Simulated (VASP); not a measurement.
Input of a VASP 6.6.1 run:

File INCAR:

```
ALGO     = Normal         # electronic algorithm
EDIFF    = 1E-6           # SCF threshold, eV
ENCUT    = 520            # plane-wave cutoff, eV
GGA      = RP             # functional
ISIF     = 2              # what is computed and relaxed
ISMEAR   = -1             # smearing method
LASPH    = True           # aspherical terms in the spheres
LCHARG   = True           # write CHGCAR
LELF     = True           # ELF
LREAL    = False          # projectors in reciprocal space
LVHAR    = True         
LWAVE    = False          # write WAVECAR
NBANDS   = 17             # bands
NELM     = 80             # most SCF steps
PREC     = Accurate       # precision mode
SIGMA    = 0.1            # smearing width, eV
```

Contents of KPOINTS:

```
k-points
0
Gamma
  11 11 11
```

File POSCAR:

```
Pt
1.0
    0.0000000000      2.8347750763      2.8347750763
    2.8347750763      0.0000000000      2.8347750763
    2.8347750763      2.8347750763      0.0000000000
Pt
2
Direct
    0.1250000000      0.1250000000      0.1250000000
    0.8750000000      0.8750000000      0.8750000000
```

Potentials or basis: VASP PAW PBE potentials, release 64 (Pt).

Launch:

```console
$ cat potpaw_PBE.64/Pt/POTCAR > POTCAR
$ mpirun -np 1 vasp_std > vasp.out
```

Question: What does it give for the pressure?

Answer: 10.1 GPa.

Question: Predict the band gap on the k mesh.

Answer: Zero (band 10 reaches 6.08 eV, above the bottom of band 11 at 5.44 eV).

Caveat: the PAW data sets were made with another functional, which shifts forces and pressure a little; spin-orbit coupling is left out, which moves the levels of the heavy elements.
